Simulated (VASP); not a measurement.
Set up this calculation in VASP 6.6.1, as the native input.

| Property | Result |
| --- | --- |
| Task | single point |
| Functional | PBEsol |
| Potentials or basis | VASP PAW PBE potentials, release 64 (Ni, Si) |
| Cutoff | 520 eV |
| k mesh | 12 × 12 × 12 |
| Occupations | fermi-dirac, width 0.05 eV |
| Spin | collinear spin, ferromagnetic start |
| Starting moments | [1.0, 1.0, 1.0, 0.0] μB |
| Dipole correction | no |
| Further INCAR settings | ALGO = Normal; EDIFF = 1e-06; NBANDS = 29 |

The structure of SiNi3 lies in POSCAR:

```
SiNi3
1.0
    1.2578077827      0.7261956619      7.4989772592
   -1.2578077827      0.7261956619      7.4989772592
    0.0000000000     -1.4523913239      7.4989772592
Ni Si
3 1
Direct
    0.2541940170      0.2541940170      0.2541940170
    0.5000000000      0.5000000000      0.5000000000
    0.7458059830      0.7458059830      0.7458059830
    0.0000000000      0.0000000000      0.0000000000
```

These files were run (other wordings do the same):

INCAR

```
SYSTEM = SiNi3
PREC = Accurate ; ENCUT = 520
EDIFF = 1E-6 ; ISMEAR = -1
SIGMA = 0.05 ; LREAL = .FALSE.
LASPH = .TRUE. ; NELM = 150
ALGO = Normal ; ISIF = 2
LWAVE = .FALSE. ; LCHARG = .TRUE.
ISPIN = 2 ; MAGMOM = 1 1 1 0
LORBIT = 11 ; LMAXMIX = 4
GGA = PS ; LELF = .TRUE.
LVHAR = .TRUE. ; NBANDS = 29
```

KPOINTS

```
regular mesh
0
G
  12 12 12
  0 0 0
```

Potentials or basis: VASP PAW PBE potentials, release 64 (Ni, Si).

Command:

```console
$ cat potpaw_PBE.64/Ni/POTCAR potpaw_PBE.64/Si/POTCAR > POTCAR
$ mpirun -np 1 vasp_std > vasp.out
```

Results of the run:

- Pressure: 10.4 GPa
- Largest force: 0.057 eV/Å
- Band gap on the k mesh: zero (filled and empty bands overlap)
- Net moment: 0.00 μB per cell
- Valence electrons inside the program's atomic spheres: Ni 9.61, 9.35 (each value once); Si 1.68

Caveat: the cell stands under pressure; the PAW data sets were made with another functional, which shifts forces and pressure a little.

Wall time 78 min on 1 thread of Intel(R) Xeon(R) Platinum 8488C (Sapphire Rapids), on a shared host, peak memory 0.85 GiB.
